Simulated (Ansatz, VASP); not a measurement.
**One calculation of Ta3N, two programs**

```
CELL_PARAMETERS angstrom
-1.88766 1.88766 4.21658
1.88766 -1.88766 4.21658
1.88766 1.88766 -4.21658
ATOMIC_POSITIONS crystal
Ta 0.50000 0.50000 0.00000
Ta 0.25000 0.75000 0.50000
Ta 0.75000 0.25000 0.50000
N 0.00000 0.00000 0.00000
```

Alike in both runs: task single point; functional r2SCAN; k mesh 6 × 6 × 6; occupations gaussian, width 0.1 eV; no spin polarisation.

|  | VASP | Ansatz |
| --- | --- | --- |
| version | VASP 6.6.1 | Ansatz 0.2.0 |
| potentials or method | VASP PAW PBE potentials, release 64 (Ta_pv, N), cutoff 520 eV | scalar-relativistic, plane waves, PAW |
| valence electrons in the cell | 38 | 44 |

```csv
,VASP,Ansatz,Ansatz less VASP
gap on the k mesh at the Fermi level (eV),none,none,-
pressure (GPa),4.8,4.0,-0.83
"traceless stress, the component that is largest in VASP (GPa)",2.96,3.16,+0.204
```

VASP's potentials were made for PBE, not for r2SCAN. A gap of «none» marks a metal or a gap that the smearing closes. VASP's potentials hold 38 valence electrons a cell and Ansatz's 44, so a difference there can come from the potentials and not from the codes.

The k mesh is coarse, so the values compare programs but aren't converged. Neither program's run includes spin-orbit coupling.
